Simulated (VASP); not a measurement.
Write the native input for VASP 6.6.1 that does the following.

- Task: relaxation of cell and atoms
- Functional: PBE
- Potentials or basis: VASP PAW PBE potentials, release 64 (Pb_d, O)
- Cutoff: 600 eV
- k mesh: 6 × 6 × 8
- Occupations: fermi-dirac, width 0.02 eV
- Spin: no spin polarisation
- Dipole correction: no
- Further INCAR settings: ALGO = Normal; EDIFF = 1e-06; IBRION = 2; EDIFFG = -0.005; NSW = 80; ISIF = 3

The structure of PbO2 lies in POSCAR:

```
PbO2
1.0
    4.9577000000      0.0000000000      0.0000000000
    0.0000000000      4.9577000000      0.0000000000
    0.0000000000      0.0000000000      3.3879000000
Pb O
2 4
Direct
    0.0000000000      0.0000000000      0.0000000000
    0.5000000000      0.5000000000      0.5000000000
    0.3072000000      0.3072000000      0.0000000000
    0.1928000000      0.8072000000      0.5000000000
    0.6928000000      0.6928000000      0.0000000000
    0.8072000000      0.1928000000      0.5000000000
```

The input as run:

INCAR

```
SYSTEM = PbO2
PREC = Accurate
ENCUT = 600
EDIFF = 1E-6
ISMEAR = -1
SIGMA = 0.02
LREAL = .FALSE.
LASPH = .TRUE.
NELM = 80
ALGO = Normal
ISIF = 3
LWAVE = .FALSE.
LCHARG = .FALSE.
GGA = PE
IBRION = 2
NSW = 80
EDIFFG = -0.005
```

KPOINTS

```
Automatic mesh
0
G
  6 6 8
  0 0 0
```

Potentials or basis: VASP PAW PBE potentials, release 64 (Pb_d, O).

Run with:

```bash
$ cat potpaw_PBE.64/Pb_d/POTCAR potpaw_PBE.64/O/POTCAR > POTCAR
$ mpirun -np 1 vasp_std > vasp.out
```

It gave:

```yaml
Relaxed_volume: 14.83 Å³/atom
Relaxed_cell: a = 5.082 Å, b = 5.082 Å, c = 3.445 Å, α = 90.00°, β = 90.00°, γ = 90.00°
Space_group_after_relaxing_to_0.1_Å: P4_2/mnm (No. 136)
Energy_gained_by_relaxing: 24.6 meV/atom
Ionic_steps: 9
Pressure_after_relaxing: 0.0 GPa
Band_gap_on_the_k_mesh: 0.02 eV (least direct gap 0.09 eV)
```

Caveat: spin-orbit coupling is left out, which moves the levels of the heavy elements.

Run time: 12 min on 1 thread of Intel Xeon 8259CL (shared host), peak memory 0.3 GiB.
